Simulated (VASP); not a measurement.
**Pt: density of states with PBE**

The system is Pt.

```
CELL_PARAMETERS angstrom
0.00000 1.98506 1.98506
1.98506 0.00000 1.98506
1.98506 1.98506 0.00000
ATOMIC_POSITIONS crystal
Pt 0.00000 0.00000 0.00000
```

```yaml
Program: VASP 6.6.1
Task: density of states
Functional: PBE
Potentials_or_basis: VASP PAW PBE potentials, release 64 (Pt)
Cutoff: 520 eV
k_mesh: 18 × 18 × 18
Occupations: gaussian, width 0.1 eV
Spin: no spin polarisation
Dipole_correction: no
k_mesh_for_the_DOS: 27 × 27 × 27
Occupations_for_the_DOS: tetrahedron
Further_INCAR_settings: ALGO = Fast; EDIFF = 1e-07; NBANDS = 11
```

```
Valence electrons inside the program's atomic spheres : Pt 9.21
```

Levels at points of the mesh, in eV from the Fermi level:
```csv
k point,band 1,band 2,band 3,band 4,band 5,band 6,band 7,band 8,band 9,band 10
"(0.00, 0.00, 0.00)",-9.79,-3.55,-3.55,-3.55,-1.53,-1.53,14.75,19.51,19.51,19.51
```

Run time: 30 s on 1 thread of Intel(R) Xeon(R) 6975P-C (Granite Rapids), with other jobs on the host, peak memory 0.21 GiB.

Caveat: spin-orbit coupling is left out, which moves the levels of the heavy elements.
